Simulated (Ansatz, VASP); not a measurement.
Cu: VASP beside Ansatz

INCAR

```
SYSTEM = Cu
ALGO     = Fast           ! electronic algorithm
EDIFF    = 1E-6           ! SCF threshold, eV
ENCUT    = 520            ! plane-wave cutoff, eV
GGA      = PE             ! functional
ISIF     = 2              ! what is computed and relaxed
ISMEAR   = 0              ! smearing method
LASPH    = .True.         ! aspherical terms in the spheres
LCHARG   = .False.        ! write CHGCAR
LREAL    = .False.        ! projectors in reciprocal space
LWAVE    = .False.        ! write WAVECAR
NBANDS   = 12             ! bands
NELM     = 100            ! most SCF steps
PREC     = Accurate       ! precision mode
SIGMA    = 0.15           ! smearing width, eV
```

File KPOINTS:

```
k-points
0
Gamma
  24 24 24
  0 0 0
```

Contents of POSCAR:

```
Cu
1.0
    0.0000000000      1.9063040834      1.9063040834
    1.9063040834      0.0000000000      1.9063040834
    1.9063040834      1.9063040834      0.0000000000
Cu
1
Direct
    0.0000000000      0.0000000000      0.0000000000
```

Input for Ansatz:

```yaml
crystal:
  lattice:
    - [0.0, 1.9063040834, 1.9063040834]
    - [1.9063040834, 0.0, 1.9063040834]
    - [1.9063040834, 1.9063040834, 0.0]
  atoms:
    - { symbol: Cu, position: [0.0, 0.0, 0.0] }
basis:
  ecutwfc: 520.0
kpoints:
  mp_grid: { grid: [24, 24, 24] }
hamiltonian:
  xc: pbe
  pseudopotentials: { kind: paw, azcp: { folder: soft_1 } }
scf:
  occupations: { method: gaussian, width: 0.15 }
output:
  forces: true
  stress: true
  eigenvalues: true
```

Alike in both runs: task single point; functional PBE; k mesh 24 × 24 × 24; occupations gaussian, width 0.15 eV; no spin polarisation.

```csv
,VASP,Ansatz
version,VASP 6.6.1,Ansatz 0.2.0
potentials or method,"VASP PAW PBE potentials, release 64 (Cu), cutoff 520 eV","scalar-relativistic, plane waves, PAW"
valence electrons in the cell,11,19
```

VASP gave:

- gap on the k mesh at the Fermi level (eV): none
- pressure (GPa): -12.9

**Question.** What did Ansatz give for the same quantities?

**Answer.** gap on the k mesh at the Fermi level (eV): none; pressure (GPa): -14.4.

A gap of «none» marks a metal or a gap that the smearing closes. VASP's potentials hold 11 valence electrons a cell and Ansatz's 19, so a difference there can come from the potentials and not from the codes.
